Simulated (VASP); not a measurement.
# NaI (Imm2) in VASP: a series of runs

Runs on NaI. Level: PBEsol. Tasks: single point.

All numbers are computed with VASP 6.6.1; they aren't measurements. Logs are shortened: lines on timing, memory, paths and dates and some standing lists are left out, and cuts for length are marked.

## Step 1: The cell of the first run

Symmetry: Imm2, No. 44, orthorhombic system. The conventional cell has a = 4.577 Å, b = 6.473 Å, c = 4.577 Å, α = 90.00°, β = 90.00°, γ = 90.00°. Na (site symmetry mm2) has 6 I at 3.14 to 3.33 Å within 4.1 Å. I (site symmetry mm2) has 6 Na at 3.14 to 3.33 Å within 4.1 Å.

## Step 2: Single point, PBEsol

The input, INCAR:

```
SYSTEM = NaI
PREC = Accurate
ENCUT = 520
EDIFF = 1E-7
ISMEAR = 0
SIGMA = 0.01
LREAL = .False.
LASPH = .True.
NELM = 100
ALGO = Normal
ISIF = 2
LWAVE = .False.
LCHARG = .False.
GGA = PS
NBANDS = 14
```

The input, KPOINTS:

```
regular mesh
0
Gamma
  4 4 4
  0 0 0
```

The input, POSCAR:

```
NaI
1.0
    0.0000000000      3.2364000000      3.2364000000
    3.2364000000      0.0000000000      3.2364000000
    3.2364000000      3.2364000000      0.0000000000
Na I
1 1
Direct
    0.0000000000      0.0000000000      0.0000000000
    0.5300000000      0.5000000000      0.5000000000
```

Potentials or basis: VASP PAW PBE potentials, release 64 (Na_pv, I).

Command:

```console
$ cat potpaw_PBE.64/Na_pv/POTCAR potpaw_PBE.64/I/POTCAR > POTCAR
$ mpirun -np 1 vasp_std > vasp.out
```

OUTCAR:

```text
SYSTEM = NaI
   PREC = Accurate
   ENCUT = 520
   EDIFF = 1E-7
   ISMEAR = 0
   LREAL = .False.
   LASPH = .True.
   NELM = 100
   ISIF = 2
   GGA = PS

 ion  position               nearest neighbor table
   1  0.000  0.000  0.000-   2 3.14   2 3.14
   2  0.530  0.500  0.500-   1 3.14   1 3.14

  LATTYP: Found a face centered cubic cell.
 ALAT       =     6.4728000000

  Lattice vectors:

 A1 = (   0.0000000000,   3.2364000000,   3.2364000000)
 A2 = (   3.2364000000,   0.0000000000,   3.2364000000)
 A3 = (   3.2364000000,   3.2364000000,   0.0000000000)

Analysis of symmetry for initial positions (statically):
=====================================================================
 Subroutine PRICEL returns:
 Original cell was already a primitive cell.

 Routine SETGRP: Setting up the symmetry group for a
 face centered cubic supercell.

 Subroutine GETGRP returns: Found  4 space group operations
 (whereof  4 operations were pure point group operations)
 out of a pool of 48 trial point group operations.

The static configuration has the point symmetry C_2v.

Analysis of symmetry for dynamics (positions and initial velocities):
=====================================================================
 Subroutine PRICEL returns:
 Original cell was already a primitive cell.

 Routine SETGRP: Setting up the symmetry group for a
 face centered cubic supercell.

 Subroutine GETGRP returns: Found  4 space group operations
 (whereof  4 operations were pure point group operations)
 out of a pool of 48 trial point group operations.

The dynamic configuration has the point symmetry C_2v.

 Subroutine INISYM returns: Found  4 space group operations
 (whereof  4 operations are pure point group operations),
 and found     1 'primitive' translations

----------------------------------------------------------------------------------------

                                     Primitive cell

  volume of cell :      67.7980

  direct lattice vectors                    reciprocal lattice vectors
     0.000000000  3.236400000  3.236400000    -0.154492646  0.154492646  0.154492646
     3.236400000  0.000000000  3.236400000     0.154492646 -0.154492646  0.154492646
     3.236400000  3.236400000  0.000000000     0.154492646  0.154492646 -0.154492646

  length of vectors
     4.576960773  4.576960773  4.576960773     0.267589113  0.267589113  0.267589113

  position of ions in fractional coordinates (direct lattice)
     0.000000000  0.000000000  0.000000000
     0.530000000  0.500000000  0.500000000

  ion indices of the primitive-cell ions
   primitive index   ion index
                 1           1
                 2           2

----------------------------------------------------------------------------------------

 KPOINTS: regular mesh

Automatic generation of k-mesh.
 Grid dimensions read from file:
 generate k-points for:    4    4    4

 Generating k-lattice:

  Cartesian coordinates                     Fractional coordinates (reciprocal lattice)
    -0.038623162  0.038623162  0.038623162     0.250000000  0.000000000  0.000000000
     0.038623162 -0.038623162  0.038623162     0.000000000  0.250000000  0.000000000
     0.038623162  0.038623162 -0.038623162     0.000000000  0.000000000  0.250000000

  Length of vectors
     0.066897278  0.066897278  0.066897278

  Shift w.r.t. Gamma in fractional coordinates (k-lattice)
     0.000000000  0.000000000  0.000000000

 Subroutine IBZKPT returns following result:
 ===========================================

 Found     18 irreducible k-points:

 Following reciprocal coordinates:
            Coordinates               Weight
  0.000000  0.000000  0.000000      1.000000
  0.250000  0.000000  0.000000      4.000000
  0.000000  0.250000  0.000000      4.000000
  0.500000  0.000000  0.000000      2.000000
  0.000000  0.500000  0.000000      2.000000
  0.250000  0.250000  0.000000      4.000000
[... 10 lines left out ...]
 -0.250000  0.500000  0.250000      4.000000
  0.500000  0.250000 -0.250000      2.000000
   k-points           NKPTS =     18   k-points in BZ     NKDIM =     18   number of bands    NBANDS=     14
   number of dos      NEDOS =    301   number of ions     NIONS =      2
   total plane-waves  NPLWV =  46656
   dimension x,y,z NGX =    36 NGY =   36 NGZ =   36
   dimension x,y,z NGXF=    72 NGYF=   72 NGZF=   72
   ions per type =               1   1
   NGX,Y,Z   is equivalent  to a cutoff of  13.08, 13.08, 13.08 a.u.
   NGXF,Y,Z  is equivalent  to a cutoff of  26.15, 26.15, 26.15 a.u.
 SYSTEM =  NaI
   PREC   = accura    normal or accurate (medium, high low for compatibility)
   ISTART =      0    job   : 0-new  1-cont  2-samecut
   ICHARG =      2    charge: 1-file 2-atom 10-const
   ISPIN  =      1    spin polarized calculation?
   LNONCOLLINEAR =      F non collinear calculations
   LSORBIT =      F    spin-orbit coupling
   LASPH  =      T    aspherical Exc in radial PAW
   ENCUT  =  520.0 eV  38.22 Ry    6.18 a.u.   8.51  8.51  8.51*2*pi/ulx,y,z
   NELM   =    100;   NELMIN=  2; NELMDL= -5     # of ELM steps
   EDIFF  = 0.1E-06   stopping-criterion for ELM
   LREAL  =      F    real-space projection
   EDIFFG = 0.1E-05   stopping-criterion for IOM
   NSW    =      0    number of steps for IOM
   IBRION =     -1    ionic relax: 0-MD 1-quasi-New 2-CG
   NFREE  =      0    steps in history (QN), initial steepest desc. (CG)
   ISIF   =      2    stress and relaxation
   ISYM   =      2    0-nonsym 1-usesym 2-fastsym
   POTIM  = 0.5000    time-step for ionic-motion
   TEBEG  =    0.0;   TEEND  =   0.0 temperature during run
   PSTRESS=    0.0 pullay stress
   NELECT =      14.0000    total number of electrons
   NUPDOWN=      -1.0000    fix difference up-down
   EMIN   =  10.00;   EMAX   =-10.00  energy-range for DOS
   EFERMI =   0.00;   METHOD = LEGACY
   ISMEAR =     0;   SIGMA  =   0.01  broadening in eV -4-tet -1-fermi 0-gaus
   EFERMI_NEDOS =   21; number of points for ismear=-14 and -15
   IALGO  =     38    algorithm
   IMIX   =      4    mixing-type and parameters
     AMIX     =   0.40;   BMIX     =  1.00
     AMIX_MAG =   1.60;   BMIX_MAG =  1.00
  volume/ion in A,a.u.               =      33.90       228.76
  Fermi-wavevector in a.u.,A,eV,Ry     =   0.967636  1.828567 12.739397  0.936319
  Thomas-Fermi vector in A             =   2.097538
   LORBIT       =      0    0 simple, 1 ext, 2 COOP (PROOUT), +10 PAW based schemes
   GGA     = PS    functional components
   LHFCALC =     F    Hartree Fock is set to
   AEXX    =    0.0000 exact exchange contribution
   IVDW    =     0    specifies the selected vdW correction
   LEPSILON=     F    determine dielectric tensor
   LRPA    =     F    only Hartree local field effects (RPA)
 non-spin polarized calculation
 Gauss-broadening in eV      SIGMA  =   0.01
  energy-cutoff  :      520.00
  volume of cell :       67.80
 maximum number of plane-waves:      1850
 NGX is ok and might be reduce to    36
   NGX = 17   NGY = 17   NGZ = 17

 number of electron      13.9999993 magnetization

 Free energy of the ion-electron system (eV)
  ---------------------------------------------------
  ext. energy  EPLUGINS =         0.00000000
  ---------------------------------------------------
  free energy    TOTEN  =        -5.65255455 eV

  energy without entropy =       -5.65255455  energy(sigma->0) =       -5.65255455

 E-fermi :   0.7894     XC(G=0):  -7.8399

 val. band max:        0.7220676398   @ k =   0.0000   0.0000   0.0000
 cond. band min:       4.2288313624   @ k =   0.0000   0.0000   0.0000
 fundamental gap:      3.5067637225
 Fermi energy:         0.7894245335

 k-point     1 :       0.0000    0.0000    0.0000
  band No.  band energies     occupation
      1     -21.5277      2.00000
      2     -21.5270      2.00000
      3     -21.5269      2.00000
      4     -10.3344      2.00000
      5       0.7147      2.00000
      6       0.7220      2.00000
      7       0.7221      2.00000
      8       4.2288      0.00000
      9       8.5636      0.00000
     10       8.5649      0.00000
     11       8.5736      0.00000
     12      10.4444      0.00000
     13      10.4531      0.00000
     14      10.9480      0.00000

 k-point     2 :       0.2500    0.0000    0.0000
  band No.  band energies     occupation
      1     -21.5303      2.00000
      2     -21.5273      2.00000
      3     -21.5272      2.00000
      4     -10.1826      2.00000
      5      -0.5953      2.00000
      6       0.5658      2.00000
      7       0.5733      2.00000
      8       5.5217      0.00000
      9       8.1147      0.00000
     10       8.6153      0.00000
     11       8.6153      0.00000
     12      10.2016      0.00000
     13      10.2048      0.00000
     14      11.0532      0.00000

 k-point     3 :       0.0000    0.2500    0.0000
  band No.  band energies     occupation
      1     -21.5298      2.00000
      2     -21.5278      2.00000
      3     -21.5271      2.00000
      4     -10.1825      2.00000
      5      -0.5992      2.00000
      6       0.5708      2.00000
      7       0.5737      2.00000
      8       5.5193      0.00000
      9       8.1103      0.00000
     10       8.6169      0.00000
     11       8.6285      0.00000
     12      10.1943      0.00000
     13      10.2119      0.00000
     14      11.0393      0.00000
[... 222 lines left out ...]
 k-point    17 :      -0.2500    0.5000    0.2500
  band No.  band energies     occupation
      1     -21.5304      2.00000
      2     -21.5298      2.00000
      3     -21.5292      2.00000
      4      -9.9318      2.00000
      5      -0.7146      2.00000
      6      -0.7126      2.00000
      7      -0.2268      2.00000
      8       6.5054      0.00000
      9       8.0768      0.00000
     10       8.0804      0.00000
     11       8.5555      0.00000
     12      12.5939      0.00000
     13      12.5959      0.00000
     14      13.3885      0.00000

 k-point    18 :       0.5000    0.2500   -0.2500
  band No.  band energies     occupation
      1     -21.5306      2.00000
      2     -21.5301      2.00000
      3     -21.5288      2.00000
      4      -9.9318      2.00000
      5      -0.7179      2.00000
      6      -0.7110      2.00000
      7      -0.2243      2.00000
      8       6.5135      0.00000
      9       8.0751      0.00000
     10       8.0801      0.00000
     11       8.5405      0.00000
     12      12.5873      0.00000
     13      12.6091      0.00000
     14      13.3979      0.00000

------------------------ aborting loop because EDIFF is reached ----------------------------------------

  FORCE on cell =-STRESS in cart. coord.  units (eV):
  Direction    XX          YY          ZZ          XY          YZ          ZX
  --------------------------------------------------------------------------------------
  -------------------------------------------------------------------------------------
  Total       -0.1856602     -0.1138187     -0.1138187      0.0000000     -0.0139210      0.0000000
  in kB       -4.3874567     -2.6897245     -2.6897245      0.0000000     -0.3289758      0.0000000
  external PRESSURE =      -3.2556352 kB  Pullay stress =       0.0000000 kB

 VOLUME and BASIS-vectors are now :
 -----------------------------------------------------------------------------
  energy-cutoff  :      520.00
  volume of cell :       67.80
      direct lattice vectors                 reciprocal lattice vectors
     0.000000000  3.236400000  3.236400000    -0.154492646  0.154492646  0.154492646
     3.236400000  0.000000000  3.236400000     0.154492646 -0.154492646  0.154492646
     3.236400000  3.236400000  0.000000000     0.154492646  0.154492646 -0.154492646

 POSITION                                       TOTAL-FORCE (eV/Angst)
 -----------------------------------------------------------------------------------
      0.00000      0.00000      0.00000         0.000000      0.083670      0.083670
      3.23640      3.33349      3.33349         0.000000     -0.083670     -0.083670
 -----------------------------------------------------------------------------------
    total drift:                                0.000000     -0.000053     -0.000053

  FREE ENERGIE OF THE ION-ELECTRON SYSTEM (eV)
  ---------------------------------------------------
  free  energy   TOTEN  =        -5.6525545536 eV

  energy  without entropy=       -5.6525545536  energy(sigma->0) =       -5.65255455
```

Wall time 7.6 s (1 thread of Intel Xeon 6975P-C (Granite Rapids), shared host); peak memory 0.2 GiB.

Results:

```
Free energy            : -5.6526 eV
Pressure               : -0.3 GPa
Largest force          : 0.118 eV/Å
Band gap on the k mesh : 3.51 eV, direct
```

Forces on the atoms (eV/Å):
```
Na   0.000  0.084  0.084
I    0.000 -0.084 -0.084
```

Stress tensor (GPa, compression positive):
```
-0.44  0.00  0.00
 0.00 -0.27 -0.03
 0.00 -0.03 -0.27
```

Levels at points of the mesh, in eV from the valence-band top:
```tsv
k point	band 3	band 4	band 5	band 6	band 7	band 8	band 9	band 10	band 11	band 12
(0.00, 0.00, 0.00)	-22.25	-11.06	-0.01	0.00	0.00	3.51	7.84	7.84	7.85	9.72
(0.50, 0.00, 0.00)	-22.25	-10.74	-2.22	-0.29	-0.28	4.95	7.37	7.38	8.69	10.15
(0.00, 0.50, 0.00)	-22.25	-10.74	-2.22	-0.29	-0.28	4.94	7.38	7.38	8.69	10.14
(0.50, 0.50, 0.00)	-22.25	-10.66	-1.94	-0.76	-0.76	4.44	5.42	9.71	11.20	11.20
(0.00, 0.50, 0.50)	-22.25	-10.66	-1.94	-0.76	-0.76	4.44	5.42	9.72	11.18	11.22
```

Caveat: the k points lie up to 0.42 Å⁻¹ apart; the PAW data sets were made with another functional, which shifts forces and pressure a little; spin-orbit coupling is left out, which moves the levels of the heavy elements.

(Part 1 of 2 ends here.)
